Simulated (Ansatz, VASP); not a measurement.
**Sn2Te: VASP beside Ansatz**

```
Sn Te
1.0
     0.00000   -4.53336    0.00000
    -4.01914    2.26668   -0.00003
     0.12269    0.00000  -15.95064
Sn Te
6 3
Direct
  0.34761 0.69523 0.45597
  0.67756 0.35512 0.54282
  0.97570 0.95139 0.34443
  0.97622 0.95245 0.65676
  0.65564 0.31128 0.88629
  0.32080 0.64160 0.11599
  0.35131 0.70262 0.77022
  0.68087 0.36173 0.22823
  0.01814 0.03628 0.99930
```

Alike in both runs: task single point; functional PBE; k mesh 6 × 6 × 2; occupations gaussian, width 0.2 eV; no spin polarisation.

|  | VASP | Ansatz |
| --- | --- | --- |
| version | VASP 6.6.1 | Ansatz 0.2.0 |
| potentials or method | VASP PAW PBE potentials, release 64 (Sn_d, Te), cutoff 520 eV | scalar-relativistic, plane waves, PAW |
| valence electrons in the cell | 102 | 132 |

```csv
,VASP,Ansatz,Ansatz less VASP
gap on the k mesh at the Fermi level (eV),none,none,-
pressure (GPa),0.0,0.0,+0.03
rms of the force components (eV/Å),0.009,0.008,-0.0009
```

Atom by atom the forces differ by 0.003 eV/Å (rms over components). A gap of «none» marks a metal or a gap that the smearing closes. VASP's potentials hold 102 valence electrons a cell and Ansatz's 132, so a difference there can come from the potentials and not from the codes.

Spin-orbit coupling is off throughout.
